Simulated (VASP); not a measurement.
# Os (P6_3/mmc) in VASP: a series of runs

Runs on Os. Level: LDA. Tasks: single point, relaxation of cell and atoms.

All numbers are computed with VASP 6.6.1; they aren't measurements. Logs are shortened: lines on timing, memory, paths and dates and some standing lists are left out, and cuts for length are marked.

### Step 1. The cell of the first run

Symmetry: P6_3/mmc, No. 194, hexagonal system. The conventional cell has a = 2.713 Å, b = 2.713 Å, c = 4.293 Å, α = 90.00°, β = 90.00°, γ = 120.00°. Within 3.5 Å of Os (site symmetry -6m2) lie 12 Os at 2.66 to 2.71 Å.

### Step 2. Single point, LDA

Contents of INCAR:

```
SYSTEM = Os
PREC = Accurate
ENCUT = 520
EDIFF = 1E-6
ISMEAR = -1
SIGMA = 0.05
LREAL = .False.
LASPH = .True.
NELM = 100
ALGO = Normal
ISIF = 2
LWAVE = .False.
LCHARG = .False.
NBANDS = 15
```

Contents of KPOINTS:

```
regular mesh
0
Gamma
  9 9 5
  0 0 0
```

Contents of POSCAR:

```
Os
1.0
    2.7133018524      0.0000000000      0.0000000000
   -1.3566509262      2.3497883323      0.0000000000
    0.0000000000      0.0000000000      4.2933428030
Os
2
Direct
    0.3333333333      0.6666666667      0.2500000000
    0.6666666667      0.3333333333      0.7500000000
```

Potentials or basis: VASP PAW LDA potentials, release 64 (Os).

Launch:

```console
$ cat potpaw_LDA.64/Os/POTCAR > POTCAR
$ mpirun -np 1 vasp_std > vasp.out
```

OUTCAR:

```text
SYSTEM = Os
   PREC = Accurate
   ENCUT = 520
   EDIFF = 1E-6
   ISMEAR = -1
   LREAL = .False.
   LASPH = .True.
   NELM = 100
   ISIF = 2

 ion  position               nearest neighbor table
   1  0.333  0.667  0.250-   2 2.66   2 2.66   2 2.66   2 2.66   2 2.66   2 2.66
   2  0.667  0.333  0.750-   1 2.66   1 2.66   1 2.66   1 2.66   1 2.66   1 2.66

  LATTYP: Found a hexagonal cell.
 ALAT       =     2.7133018524
 C/A-ratio  =     1.5823314311

  Lattice vectors:

 A1 = (   2.7133018524,   0.0000000000,   0.0000000000)
 A2 = (  -1.3566509262,   2.3497883323,   0.0000000000)
 A3 = (   0.0000000000,   0.0000000000,   4.2933428030)

Analysis of symmetry for initial positions (statically):
=====================================================================
 Subroutine PRICEL returns:
 Original cell was already a primitive cell.

 Routine SETGRP: Setting up the symmetry group for a
 hexagonal supercell.

 Subroutine GETGRP returns: Found 24 space group operations
 (whereof 12 operations were pure point group operations)
 out of a pool of 24 trial point group operations.

The static configuration has the point symmetry D_3d.
 The point group associated with its full space group is D_6h.

Analysis of symmetry for dynamics (positions and initial velocities):
=====================================================================
 Subroutine PRICEL returns:
 Original cell was already a primitive cell.

 Routine SETGRP: Setting up the symmetry group for a
 hexagonal supercell.

 Subroutine GETGRP returns: Found 24 space group operations
 (whereof 12 operations were pure point group operations)
 out of a pool of 24 trial point group operations.

The dynamic configuration has the point symmetry D_3d.
 The point group associated with its full space group is D_6h.

 Subroutine INISYM returns: Found 24 space group operations
 (whereof 12 operations are pure point group operations),
 and found     1 'primitive' translations

----------------------------------------------------------------------------------------

                                     Primitive cell

  volume of cell :      27.3730

  direct lattice vectors                    reciprocal lattice vectors
     2.713301852  0.000000000  0.000000000     0.368554645  0.212785123  0.000000000
    -1.356650926  2.349788332  0.000000000     0.000000000  0.425570247  0.000000000
     0.000000000  0.000000000  4.293342803     0.000000000  0.000000000  0.232918741

  length of vectors
     2.713301852  2.713301852  4.293342803     0.425570247  0.425570247  0.232918741

  position of ions in fractional coordinates (direct lattice)
     0.333333333  0.666666667  0.250000000
     0.666666667  0.333333333  0.750000000

  ion indices of the primitive-cell ions
   primitive index   ion index
                 1           1
                 2           2

----------------------------------------------------------------------------------------

 KPOINTS: regular mesh

Automatic generation of k-mesh.
 Grid dimensions read from file:
 generate k-points for:    9    9    5

 Generating k-lattice:

  Cartesian coordinates                     Fractional coordinates (reciprocal lattice)
     0.040950516  0.023642791  0.000000000     0.111111111 -0.000000000  0.000000000
     0.000000000  0.047285583  0.000000000     0.000000000  0.111111111  0.000000000
     0.000000000  0.000000000  0.046583748     0.000000000  0.000000000  0.200000000

  Length of vectors
     0.047285583  0.047285583  0.046583748

  Shift w.r.t. Gamma in fractional coordinates (k-lattice)
     0.000000000  0.000000000  0.000000000

 Subroutine IBZKPT returns following result:
 ===========================================

 Found     36 irreducible k-points:

 Following reciprocal coordinates:
            Coordinates               Weight
  0.000000  0.000000  0.000000      1.000000
  0.111111 -0.000000  0.000000      6.000000
  0.222222 -0.000000  0.000000      6.000000
  0.333333 -0.000000  0.000000      6.000000
  0.444444 -0.000000  0.000000      6.000000
  0.111111  0.111111  0.000000      6.000000
[... 16 lines left out ...]
  0.333333  0.222222  0.200000     24.000000
  0.333333  0.333333  0.200000      4.000000
 [... further k-points ...]
   k-points           NKPTS =     36   k-points in BZ     NKDIM =     36   number of bands    NBANDS=     15
   number of dos      NEDOS =    301   number of ions     NIONS =      2
   total plane-waves  NPLWV =  12800
   dimension x,y,z NGX =    20 NGY =   20 NGZ =   32
   dimension x,y,z NGXF=    40 NGYF=   40 NGZF=   64
   ions per type =               2
   NGX,Y,Z   is equivalent  to a cutoff of  12.25, 12.25, 12.39 a.u.
   NGXF,Y,Z  is equivalent  to a cutoff of  24.51, 24.51, 24.78 a.u.
 SYSTEM =  Os
   PREC   = accura    normal or accurate (medium, high low for compatibility)
   ISTART =      0    job   : 0-new  1-cont  2-samecut
   ICHARG =      2    charge: 1-file 2-atom 10-const
   ISPIN  =      1    spin polarized calculation?
   LNONCOLLINEAR =      F non collinear calculations
   LSORBIT =      F    spin-orbit coupling
   LASPH  =      T    aspherical Exc in radial PAW
   ENCUT  =  520.0 eV  38.22 Ry    6.18 a.u.   5.04  5.04  7.98*2*pi/ulx,y,z
   NELM   =    100;   NELMIN=  2; NELMDL= -5     # of ELM steps
   EDIFF  = 0.1E-05   stopping-criterion for ELM
   LREAL  =      F    real-space projection
   EDIFFG = 0.1E-04   stopping-criterion for IOM
   NSW    =      0    number of steps for IOM
   IBRION =     -1    ionic relax: 0-MD 1-quasi-New 2-CG
   NFREE  =      0    steps in history (QN), initial steepest desc. (CG)
   ISIF   =      2    stress and relaxation
   ISYM   =      2    0-nonsym 1-usesym 2-fastsym
   POTIM  = 0.5000    time-step for ionic-motion
   TEBEG  =    0.0;   TEEND  =   0.0 temperature during run
   PSTRESS=    0.0 pullay stress
   NELECT =      16.0000    total number of electrons
   NUPDOWN=      -1.0000    fix difference up-down
   EMIN   =  10.00;   EMAX   =-10.00  energy-range for DOS
   EFERMI =   0.00;   METHOD = LEGACY
   ISMEAR =    -1;   SIGMA  =   0.05  broadening in eV -4-tet -1-fermi 0-gaus
   EFERMI_NEDOS =   21; number of points for ismear=-14 and -15
   IALGO  =     38    algorithm
   IMIX   =      4    mixing-type and parameters
     AMIX     =   0.40;   BMIX     =  1.00
     AMIX_MAG =   1.60;   BMIX_MAG =  1.00
  volume/ion in A,a.u.               =      13.69        92.36
  Fermi-wavevector in a.u.,A,eV,Ry     =   1.368802  2.586661 25.492139  1.873619
  Thomas-Fermi vector in A             =   2.494734
   LORBIT       =      0    0 simple, 1 ext, 2 COOP (PROOUT), +10 PAW based schemes
   GGA     = CA    functional components
   LHFCALC =     F    Hartree Fock is set to
   AEXX    =    0.0000 exact exchange contribution
   IVDW    =     0    specifies the selected vdW correction
   LEPSILON=     F    determine dielectric tensor
   LRPA    =     F    only Hartree local field effects (RPA)
 non-spin polarized calculation
  energy-cutoff  :      520.00
  volume of cell :       27.37
 maximum number of plane-waves:       756
   NGX = 11   NGY = 11   NGZ = 15

 number of electron      15.9999998 magnetization

 Free energy of the ion-electron system (eV)
  ---------------------------------------------------
  ext. energy  EPLUGINS =         0.00000000
  ---------------------------------------------------
  free energy    TOTEN  =       -25.33829672 eV

  energy without entropy =      -25.32922247  energy(sigma->0) =      -25.33375960

 E-fermi :   9.9321     XC(G=0): -14.3022

 val. band max:        9.9205290572   @ k =   0.1111   0.1111   0.4000
 cond. band min:       9.9473634469   @ k =   0.1111  -0.0000   0.4000
 fundamental gap:      0.0268343897
 Fermi energy:         9.9320602871

 k-point     1 :       0.0000    0.0000    0.0000
  band No.  band energies     occupation
      1      -1.3351      2.00000
      2       1.7544      2.00000
      3       6.5603      2.00000
      4       6.5603      2.00000
      5       6.8097      2.00000
      6       7.4258      2.00000
      7       7.4258      2.00000
      8       8.1312      2.00000
      9       8.1312      2.00000
     10       9.8647      1.58756
     11      11.4735      0.00000
     12      11.4735      0.00000
     13      19.0579      0.00000
     14      23.8403      0.00000
     15      26.5498      0.00000

 k-point     2 :       0.1111   -0.0000    0.0000
  band No.  band energies     occupation
      1      -0.8296      2.00000
      2       2.1924      2.00000
      3       5.8326      2.00000
      4       7.0117      2.00000
      5       7.1051      2.00000
      6       7.3628      2.00000
      7       7.4776      2.00000
      8       7.7890      2.00000
      9       7.8477      2.00000
     10       8.5297      2.00000
     11      11.7074      0.00000
     12      13.7104      0.00000
     13      19.0056      0.00000
     14      24.8560      0.00000
     15      27.1693      0.00000

 k-point     3 :       0.2222   -0.0000    0.0000
  band No.  band energies     occupation
      1       0.4897      2.00000
      2       2.9931      2.00000
      3       5.2199      2.00000
      4       5.4701      2.00000
      5       6.6178      2.00000
      6       7.0969      2.00000
      7       7.8764      2.00000
      8       8.2916      2.00000
      9       8.5656      2.00000
     10       9.0292      2.00000
     11      12.1157      0.00000
     12      16.7501      0.00000
     13      18.6925      0.00000
     14      25.0847      0.00000
     15      26.5598      0.00000
[... 343 lines left out ...]
 k-point    23 :       0.3333    0.2222    0.2000
  band No.  band energies     occupation
      1       2.9363      2.00000
      2       3.8771      2.00000
      3       4.1227      2.00000
      4       4.7675      2.00000
      5       6.0280      2.00000
      6       6.8870      2.00000
      7       7.9730      2.00000
      8      10.5243      0.00001
      9      10.9874      0.00000
     10      12.2244      0.00000
     11      14.8876      0.00000
     12      16.5630      0.00000
     13      19.3258      0.00000
     14      20.0603      0.00000
     15      23.1616      0.00000

 k-point    24 :       0.3333    0.3333    0.2000
  band No.  band energies     occupation
      1       3.3654      2.00000
      2       4.0615      2.00000
      3       4.0615      2.00000
      4       5.0480      2.00000
      5       6.2034      2.00000
      6       6.2034      2.00000
      7       8.2216      2.00000
      8      10.5886      0.00000
      9      11.3695      0.00000
     10      11.3695      0.00000
     11      15.8603      0.00000
     12      15.8603      0.00000
     13      18.3901      0.00000
     14      22.9047      0.00000
     15      22.9047      0.00000

 [... further k-points ...]

------------------------ aborting loop because EDIFF is reached ----------------------------------------

  FORCE on cell =-STRESS in cart. coord.  units (eV):
  Direction    XX          YY          ZZ          XY          YZ          ZX
  --------------------------------------------------------------------------------------
  -------------------------------------------------------------------------------------
  Total        0.1907896      0.1907896      0.1607026      0.0000000     -0.0000000      0.0000000
  in kB       11.1671607     11.1671607      9.4061329      0.0000000     -0.0000000      0.0000000
  external PRESSURE =      10.5801514 kB  Pullay stress =       0.0000000 kB

 VOLUME and BASIS-vectors are now :
 -----------------------------------------------------------------------------
  energy-cutoff  :      520.00
  volume of cell :       27.37
      direct lattice vectors                 reciprocal lattice vectors
     2.713301852  0.000000000  0.000000000     0.368554645  0.212785123  0.000000000
    -1.356650926  2.349788332  0.000000000     0.000000000  0.425570247  0.000000000
     0.000000000  0.000000000  4.293342803     0.000000000  0.000000000  0.232918741

 POSITION                                       TOTAL-FORCE (eV/Angst)
 -----------------------------------------------------------------------------------
     -0.00000      1.56653      1.07334         0.000000      0.000000      0.000000
      1.35665      0.78326      3.22001        -0.000000     -0.000000      0.000000
 -----------------------------------------------------------------------------------
    total drift:                                0.000000     -0.000000     -0.000000

  FREE ENERGIE OF THE ION-ELECTRON SYSTEM (eV)
  ---------------------------------------------------
  free  energy   TOTEN  =       -25.3382967228 eV

  energy  without entropy=      -25.3292224679  energy(sigma->0) =      -25.33375960
```

Run time: 9.3 s. Hardware: 1 thread of Intel Xeon Platinum 8488C (Sapphire Rapids), shared host; peak memory 0.13 GiB.

What came out:

```yaml
Free_energy: -25.3383 eV
Pressure: 1.1 GPa
Band_gap_on_the_k_mesh: zero (band 8 reaches 11.82 eV, above the bottom of band 9 at 7.85 eV)
```

Levels at points of the mesh, in eV from the Fermi level:
```
           k point  band 5  band 6  band 7  band 8  band 9  band 10  band 11  band 12
(0.00, 0.00, 0.00)   -3.12   -2.51   -2.51   -1.80   -1.80    -0.07     1.54     1.54
```

Caveat: spin-orbit coupling is left out, which moves the levels of the heavy elements.

### Step 3. Relaxation of cell and atoms, LDA

This run uses another cell than the first one, of 13.92 Å³/atom, 1.017 times its volume.

Contents of INCAR:

```
SYSTEM = Os
ALGO = Normal ; EDIFF = 1E-6
EDIFFG = -0.03 ; ENCUT = 600
GGA = CA ; IBRION = 2
ISIF = 3 ; ISMEAR = -1
LASPH = .True. ; LCHARG = .False.
LREAL = .False. ; LWAVE = .False.
NELM = 100 ; NSW = 80
PREC = Accurate ; SIGMA = 0.05
```

Contents of KPOINTS:

```
k-points
0
Gamma
  9 9 5
  0 0 0
```

Contents of POSCAR:

```
Os
1.0
    2.7000000000      0.0000000000      0.0000000000
   -1.3500000000      2.3382685902      0.0000000000
    0.0000000000      0.0000000000      4.4091000000
Os
2
Direct
    0.3333333333      0.6666666667      0.2500000000
    0.6666666667      0.3333333333      0.7500000000
```

Potentials or basis: VASP PAW LDA potentials, release 64 (Os).

Launch:

```console
$ cat potpaw_LDA.64/Os/POTCAR > POTCAR
$ mpirun -np 1 vasp_std > vasp.out
```

Wall time 27 s (1 thread of Intel Xeon Platinum 8488C (Sapphire Rapids), shared host); peak memory 0.15 GiB.

The run converged. Its results:

| Property | Result |
| --- | --- |
| Free energy | -25.3430 eV |
| Relaxed volume | 13.73 Å³/atom |
| Relaxed cell | a = 2.716 Å, b = 2.716 Å, c = 4.298 Å, α = 90.00°, β = 90.00°, γ = 120.00° |
| Space group after relaxing (to 0.05 Å) | P6_3/mmc (No. 194) |
| Energy gained by relaxing | 24.3 meV/atom |
| Ionic steps | 6 |
| Pressure after relaxing | -0.2 GPa |
| Band gap on the k mesh | zero (band 8 reaches 11.76 eV, above the bottom of band 9 at 7.81 eV) |

Stress tensor (GPa, compression positive):
```
-0.14  0.00  0.00
 0.00 -0.14  0.00
 0.00  0.00 -0.32
```

Step by step:
| step | energy change (eV) | largest force (eV/Å) | pressure (GPa) | volume (Å³) |
| --- | --- | --- | --- | --- |
| 1 | 0.0000 | 0.0000 | -6.13 | 27.84 |
| 2 | 0.3295 | 0.0000 | 40.21 | 25.67 |
| 3 | -0.0447 | 0.0000 | 2.42 | 27.30 |
| 4 | -0.0451 | 0.0000 | 3.30 | 27.25 |
| 5 | -0.0234 | 0.0000 | -8.70 | 28.04 |
| 6 | -0.0487 | 0.0000 | -0.20 | 27.46 |

Final structure:
```xyz
2
Lattice="2.7163 0.0000 0.0000 -1.3582 2.3524 0.0000 0.0000 0.0000 4.2979" Properties=species:S:1:pos:R:3 pbc="T T T"
Os    0.0000    1.5683    1.0745
Os    1.3582    0.7841    3.2235
```

Levels at points of the mesh, in eV from the Fermi level:
```csv
k point,band 5,band 6,band 7,band 8,band 9,band 10,band 11,band 12
"(0.00, 0.00, 0.00)",-3.11,-2.49,-2.49,-1.79,-1.79,-0.07,1.53,1.53
```

Caveat: spin-orbit coupling is left out, which moves the levels of the heavy elements.
